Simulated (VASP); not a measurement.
Write the native input for VASP 6.6.1 that does the following.

```yaml
Task: relaxation of cell and atoms
Functional: LDA
Potentials_or_basis: VASP PAW LDA potentials, release 64 (Li_sv)
Cutoff: 600 eV
k_mesh: 6 × 6 × 6
Occupations: fermi-dirac, width 0.05 eV
Spin: no spin polarisation
Dipole_correction: no
Further_INCAR_settings: ALGO = Normal; EDIFF = 1e-07; IBRION = 2; EDIFFG = -0.03; NSW = 80; ISIF = 3
```

The structure of Li lies in POSCAR:

```
Li
1.0
    3.5100000000      0.0000000000      0.0000000000
    0.0000000000      3.5100000000      0.0000000000
    0.0000000000      0.0000000000      3.5100000000
Li
2
Direct
    0.0000000000      0.0000000000      0.0000000000
    0.5000000000      0.5000000000      0.5000000000
```

These files were run (other wordings do the same):

INCAR

```
ALGO     = Normal         # electronic algorithm
EDIFF    = 1E-7           # SCF threshold, eV
EDIFFG   = -0.03          # ionic threshold
ENCUT    = 600            # plane-wave cutoff, eV
IBRION   = 2              # ionic algorithm
ISIF     = 3              # what is computed and relaxed
ISMEAR   = -1             # smearing method
LASPH    = True           # aspherical terms in the spheres
LCHARG   = False          # write CHGCAR
LREAL    = False          # projectors in reciprocal space
LWAVE    = False          # write WAVECAR
NELM     = 60             # most SCF steps
NSW      = 80             # ionic steps
PREC     = Accurate       # precision mode
SIGMA    = 0.05           # smearing width, eV
```

KPOINTS

```
k-points
0
Gamma
  6 6 6
```

Potentials or basis: VASP PAW LDA potentials, release 64 (Li_sv).

The run is started by

```bash
$ cat potpaw_LDA.64/Li_sv/POTCAR > POTCAR
$ mpirun -np 1 vasp_std > vasp.out
```

It gave:

```yaml
Relaxed_volume: 18.64 Å³/atom
Relaxed_cell: a = 3.341 Å, b = 3.341 Å, c = 3.341 Å, α = 90.00°, β = 90.00°, γ = 90.00°
Space_group_after_relaxing_to_0.05_Å: Im-3m (No. 229)
Energy_gained_by_relaxing: 17.3 meV/atom
Ionic_steps: 4
Pressure_after_relaxing: 0.1 GPa
Band_gap_on_the_k_mesh: zero (band 3 reaches 4.37 eV, above the bottom of band 4 at -0.30 eV)
```

Caveat: the cutoff is under 1.25 times the usual one of these potentials, so pressure, stress and relaxed cells hold a basis-set (Pulay) error.

It took 14 s on 1 thread of Intel(R) Xeon(R) Platinum 8259CL CPU @ 2.50GHz (Skylake/Cascade Lake) (shared host), peak memory 0.13 GiB.
